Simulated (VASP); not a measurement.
MgI2:

```
CELL_PARAMETERS angstrom
5.96732 0.00000 0.00000
0.00000 5.96732 0.00000
0.00000 0.00000 5.96732
ATOMIC_POSITIONS crystal
Mg 0.00000 0.00000 0.00000
I 0.50000 0.00000 0.00000
I 0.00000 0.50000 0.00000
```

- Program: VASP 6.6.1
- Task: relaxation of cell and atoms
- Functional: PBE
- Potentials or basis: VASP PAW PBE potentials, release 64 (Mg, I)
- Cutoff: 600 eV
- k mesh: 6 × 6 × 6
- Occupations: gaussian, width 0.01 eV
- Spin: no spin polarisation

At the start: pressure -1.8 GPa; volume 70.83 Å³/atom.

**Question.** How do energy, volume and symmetry change on relaxing?

**Answer.** Over 12 steps the energy falls by 80.0 meV/atom and the volume is 78.77 Å³/atom (+11.2 %); space group P4/mmm (No. 123, to 0.05 Å).

Step by step:
| step | energy change (eV) | largest force (eV/Å) | pressure (GPa) | volume (Å³) |
| --- | --- | --- | --- | --- |
| 1 | 0.0000 | 0.0000 | -1.75 | 212.49 |
| 2 | -0.2325 | 0.0000 | -0.05 | 189.29 |
| 3 | -0.2327 | 0.0000 | 0.02 | 188.65 |
| 4 | -0.2328 | 0.0000 | 0.02 | 188.91 |
| 5 | -0.2331 | 0.0000 | 0.02 | 189.66 |
| 6 | -0.2337 | 0.0000 | 0.01 | 191.16 |
| 7 | -0.2346 | 0.0000 | 0.00 | 194.17 |
| 8 | -0.2361 | 0.0000 | 0.01 | 200.18 |
| 9 | -0.2381 | 0.0000 | 0.00 | 212.22 |
| 10 | -0.2399 | 0.0000 | -0.03 | 236.36 |
| 11 | -0.2322 | 0.0000 | 0.36 | 235.70 |
| 12 | -0.2400 | 0.0000 | 0.01 | 236.31 |

Final structure:
```
CELL_PARAMETERS angstrom
5.61912 0.00000 0.00000
0.00000 5.61912 0.00000
0.00000 0.00000 7.48414
ATOMIC_POSITIONS crystal
Mg 0.00000 0.00000 0.00000
I 0.50000 0.00000 0.00000
I 0.00000 0.50000 0.00000
```
